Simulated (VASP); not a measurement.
Here is a VASP 6.6.1 calculation.

Contents of INCAR:

```
SYSTEM = Ag
PREC = Accurate
ENCUT = 520
EDIFF = 1E-6
ISMEAR = -1
SIGMA = 0.05
LREAL = .FALSE.
LASPH = .TRUE.
NELM = 60
ALGO = Normal
ISIF = 2
LWAVE = .FALSE.
LCHARG = .TRUE.
GGA = PE
LELF = .TRUE.
LVHAR = .TRUE.
NBANDS = 12
```

The input KPOINTS:

```
Automatic mesh
0
G
  15 15 15
  0 0 0
```

The input POSCAR:

```
Ag
1.0
    0.0000000000      2.0431000000      2.0022380000
    2.0431000000      0.0000000000      2.0022380000
    2.0431000000      2.0431000000      0.0000000000
Ag
1
Direct
    0.0000000000      0.0000000000      0.0000000000
```

Potentials or basis: VASP PAW PBE potentials, release 64 (Ag).

The run is started by

```sh
$ cat potpaw_PBE.64/Ag/POTCAR > POTCAR
$ mpirun -np 1 vasp_std > vasp.out
```

Problem. Predict the pressure.

Solution. 6.9 GPa.

Problem. What does it give for the band gap on the k mesh?

Solution. Zero (an odd number of electrons rules out a gap without spin polarisation).

Stress tensor (GPa, compression positive):
```
6.85 0.00 0.00
0.00 6.85 0.00
0.00 0.00 6.97
```

Caveat: the cell differs from its parent crystal (zz strain of -2 %); the cell stands under pressure.
